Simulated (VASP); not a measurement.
# GaIr4: relaxation of cell and atoms with PBE

Crystal: GaIr4.

```
CELL_PARAMETERS angstrom
-2.78212 2.78212 2.78212
2.78212 -2.78212 2.78212
2.78212 2.78212 -2.78212
ATOMIC_POSITIONS crystal
Ga 0.00000 0.00000 0.00000
Ir 0.00000 0.63058 0.00000
Ir 0.36942 0.36942 0.36942
Ir 0.00000 0.00000 0.63058
Ir 0.63058 0.00000 0.00000
```

```yaml
Program: VASP 6.6.1
Task: relaxation of cell and atoms
Functional: PBE
Potentials_or_basis: VASP PAW PBE potentials, release 64 (Ga_d, Ir)
Cutoff: 600 eV
k_mesh: 4 × 4 × 4
Occupations: gaussian, width 0.1 eV
Spin: no spin polarisation
Dipole_correction: no
Further_INCAR_settings: ALGO = Normal; EDIFF = 1e-07; IBRION = 2; EDIFFG = -0.04; NSW = 90; ISIF = 3
```

```yaml
Relaxed_volume: 17.40 Å³/atom
Relaxed_cell: a = 4.835 Å, b = 4.835 Å, c = 4.835 Å, α = 109.47°, β = 109.47°, γ = 109.47°
Space_group_after_relaxing_to_0.05_Å: Im-3m (No. 229)
Energy_gained_by_relaxing: 4822.8 meV/atom
Ionic_steps: 15
Pressure_after_relaxing: 0.1 GPa
Largest_force_after_relaxing: 0.033 eV/Å
```

Forces on the atoms (eV/Å):
```
Ga   0.000  0.000  0.000
Ir  -0.019  0.019 -0.019
Ir   0.019  0.019  0.019
Ir  -0.019 -0.019  0.019
Ir   0.019 -0.019 -0.019
```

The path:
| step | energy change (eV) | largest force (eV/Å) | pressure (GPa) | volume (Å³) |
| --- | --- | --- | --- | --- |
| 1 | 0.0000 | 27.5214 | 98.12 | 86.14 |
| 2 | -4.7675 | 1.2560 | -6.26 | 295.96 |
| 3 | -5.0335 | 1.1840 | -7.02 | 282.35 |
| 4 | -5.4017 | 1.0863 | -7.97 | 268.02 |
| 5 | -13.5997 | 0.0131 | -22.32 | 160.27 |
| 6 | -20.2800 | 0.2363 | -27.05 | 119.40 |
| 7 | -22.2220 | 2.1991 | -16.31 | 101.86 |
| 8 | -22.2282 | 2.7300 | -12.95 | 99.44 |
| 9 | -22.2381 | 2.5361 | -14.18 | 100.28 |
| 10 | -23.6740 | 1.7553 | 13.85 | 82.33 |
| 11 | -23.7084 | 1.9423 | 8.74 | 84.21 |
| 12 | -24.0586 | 0.6965 | 2.21 | 86.21 |
| 13 | -24.0999 | 0.0750 | 3.22 | 85.69 |
| 14 | -24.0900 | 0.1592 | -3.71 | 88.81 |
| 15 | -24.1138 | 0.0327 | 0.08 | 87.02 |

Final structure:
```yaml
crystal:
  lattice:
    - [-2.79158, 2.79158, 2.79158]
    - [2.79158, -2.79158, 2.79158]
    - [2.79158, 2.79158, -2.79158]
  atoms:
    - { symbol: Ga, position: [0.00000, 0.00000, 0.00000] }
    - { symbol: Ir, position: [0.00000, 0.50037, 0.00000] }
    - { symbol: Ir, position: [0.49963, 0.49963, 0.49963] }
    - { symbol: Ir, position: [0.00000, 0.00000, 0.50037] }
    - { symbol: Ir, position: [0.50037, 0.00000, 0.00000] }
```

Levels at points of the mesh, in eV from the Fermi level:
| k point | band 22 | band 23 | band 24 | band 25 | band 26 | band 27 |
| --- | --- | --- | --- | --- | --- | --- |
| (0.00, 0.00, 0.00) | 0.02 | 0.02 | 0.51 | 0.51 | 0.51 | 1.95 |
| (0.50, 0.00, 0.00) | -1.17 | -0.81 | -0.66 | -0.38 | -0.28 | -0.14 |
| (0.50, 0.50, 0.50) | -0.40 | -0.40 | 0.17 | 0.82 | 0.82 | 2.08 |

Run time: 6.3 min on 1 thread of AMD EPYC 7R13 Processor (Zen 3) (shared host), peak memory 0.23 GiB.

Caveat: the k points lie up to 0.40 Å⁻¹ apart in the final cell; the bands computed are all filled at some k points, so no gap is given; spin-orbit coupling is left out, which moves the levels of the heavy elements.
